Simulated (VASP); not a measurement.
AlN: single point with LDA

AlN:

```
Al N
1.0
    -1.63784    2.83682    0.00000
     0.00000    0.00000    4.10063
     4.91352    2.83682    0.00000
Al N
4 4
Direct
  0.66020 0.75000 0.09389
  0.00000 0.75000 0.66667
  0.00000 0.25000 0.33333
  0.50000 0.25000 0.83333
  0.50000 0.25000 0.16667
  0.00000 0.25000 0.66667
  0.00000 0.75000 0.33333
  0.50000 0.75000 0.83333
```

This cell differs from its parent crystal: atom 1 (Al) moved by -0.620 Å along [1 0 0] and +0.248 Å along [1 2 0].

```
Program                : VASP 6.6.1
Task                   : single point
Functional             : LDA
Potentials or basis    : VASP PAW LDA potentials, release 64 (Al, N_h)
Cutoff                 : 1330 eV
k mesh                 : 8 × 6 × 4
Occupations            : gaussian, width 0.05 eV
Spin                   : no spin polarisation
Dipole correction      : no
Further INCAR settings : ALGO = Normal; EDIFF = 1e-06; NBANDS = 26
```

| Property | Result |
| --- | --- |
| Pressure | 11.7 GPa |
| Largest force | 11.247 eV/Å |
| Band gap on the k mesh | 1.99 eV |

Forces on the atoms (eV/Å):
```
Al  10.227  4.681  0.000
Al  -2.744 -1.141  0.000
Al  -0.477  0.386  0.000
Al   0.157 -0.624  0.000
N   -2.365  0.137  0.000
N    0.802  0.521  0.000
N    0.200  1.603  0.000
N   -5.799 -5.564  0.000
```

Stress tensor (GPa, compression positive):
```
12.31 16.78  0.00
16.78 21.16  0.00
 0.00  0.00  1.55
```

Levels at points of the mesh, in eV from the valence-band top:
| k point | band 14 | band 15 | band 16 | band 17 | band 18 | band 19 |
| --- | --- | --- | --- | --- | --- | --- |
| (0.00, 0.00, 0.00) | -1.89 | -0.16 | 0.00 | 1.99 | 3.72 | 4.43 |
| (0.50, 0.00, 0.00) | -2.37 | -2.27 | -1.88 | 4.36 | 4.37 | 5.81 |
| (0.00, 0.50, 0.00) | -1.84 | -1.73 | -0.71 | 3.11 | 4.51 | 5.52 |
| (0.50, 0.50, 0.00) | -1.66 | -0.69 | -0.35 | 4.79 | 4.92 | 6.30 |
| (0.00, 0.00, 0.50) | -2.01 | -0.69 | -0.09 | 2.82 | 4.94 | 5.81 |
| (0.50, 0.00, 0.50) | -2.47 | -1.77 | -1.22 | 2.88 | 4.00 | 5.59 |
| (0.00, 0.50, 0.50) | -1.75 | -1.58 | -0.78 | 2.82 | 4.55 | 5.08 |
| (0.50, 0.50, 0.50) | -2.42 | -1.46 | -0.85 | 3.86 | 4.13 | 5.27 |

It took 12 min on 1 thread of Intel(R) Xeon(R) Platinum 8259CL CPU @ 2.50GHz (Skylake/Cascade Lake), with other jobs on the host, peak memory 0.59 GiB.

Caveat: the cell differs from its parent crystal (atom 1 (Al) moved by -0.620 Å along [1 0 0] and +0.248 Å along [1 2 0]); the stress differs along the axes, from 2 to 21 GPa; forces of over 1 eV/Å act on the atoms, so gaps and moduli don't describe the material at rest. A k mesh can miss the band edges.
